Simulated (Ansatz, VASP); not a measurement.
## KTaO3 in VASP and in Ansatz

The input INCAR:

```
SYSTEM = KTaO3
PREC = Accurate ; ENCUT = 520
EDIFF = 1E-7 ; ISMEAR = 0
SIGMA = 0.05 ; LREAL = .False.
LASPH = .True. ; NELM = 60
ALGO = Normal ; ISIF = 2
LWAVE = .False. ; LCHARG = .False.
GGA = PS ; NBANDS = 27
```

KPOINTS

```
Automatic mesh
0
Gamma
  8 8 8
  0 0 0
```

Contents of POSCAR:

```
KTaO3
1.0
    3.8970277030      0.0000000000      0.0000000000
    0.0000000000      3.8970277030      0.0000000000
    0.0000000000      0.0000000000      4.0568058388
K Ta O
1 1 3
Direct
    0.5000000000      0.5000000000      0.5000000000
    0.0000000000      0.0000000000      0.0000000000
    0.5000000000      0.0000000000      0.0000000000
    0.0000000000      0.5000000000      0.0000000000
    0.0000000000      0.0000000000      0.5000000000
```

Input for Ansatz:

```yaml
crystal:
  lattice:
    - [3.897027703, 0.0, 0.0]
    - [0.0, 3.897027703, 0.0]
    - [0.0, 0.0, 4.0568058388]
  atoms:
    - { symbol: K, position: [0.5, 0.5, 0.5] }
    - { symbol: Ta, position: [0.0, 0.0, 0.0] }
    - { symbol: O, position: [0.5, 0.0, 0.0] }
    - { symbol: O, position: [0.0, 0.5, 0.0] }
    - { symbol: O, position: [0.0, 0.0, 0.5] }
basis:
  ecutwfc: 520.0
kpoints:
  mp_grid: { grid: [8, 8, 8] }
hamiltonian:
  xc: pbesol
  pseudopotentials: { kind: paw }
scf:
  occupations: { method: gaussian, width: 0.05 }
output:
  forces: true
  stress: true
  eigenvalues: true
  write_density: true
  write_potential: true
  elf: true
  volumetric_format: npy
```

Alike in both runs: task single point; functional PBEsol; k mesh 8 × 8 × 8; occupations gaussian, width 0.05 eV; no spin polarisation.

|  | VASP | Ansatz |
| --- | --- | --- |
| version | VASP 6.6.1 | Ansatz 0.2.0 |
| potentials or method | VASP PAW PBE potentials, release 64 (K_sv, Ta_pv, O), cutoff 520 eV | scalar-relativistic, plane waves, PAW |
| valence electrons in the cell | 38 | 40 |

|  | VASP | Ansatz | Ansatz less VASP |
| --- | --- | --- | --- |
| gap on the k mesh at the Fermi level (eV) | 2.10 | 2.15 | +0.047 |
| least direct gap on the mesh (eV) | 2.68 | 2.72 | +0.037 |
| pressure (GPa) | 7.4 | 6.5 | -0.88 |
| traceless stress, the component that is largest in VASP (GPa) | -10.89 | -10.67 | +0.213 |

VASP's potentials were made for PBE, not for PBEsol. VASP's potentials hold 38 valence electrons a cell and Ansatz's 40, so a difference there can come from the potentials and not from the codes.

Neither program's run includes spin-orbit coupling.
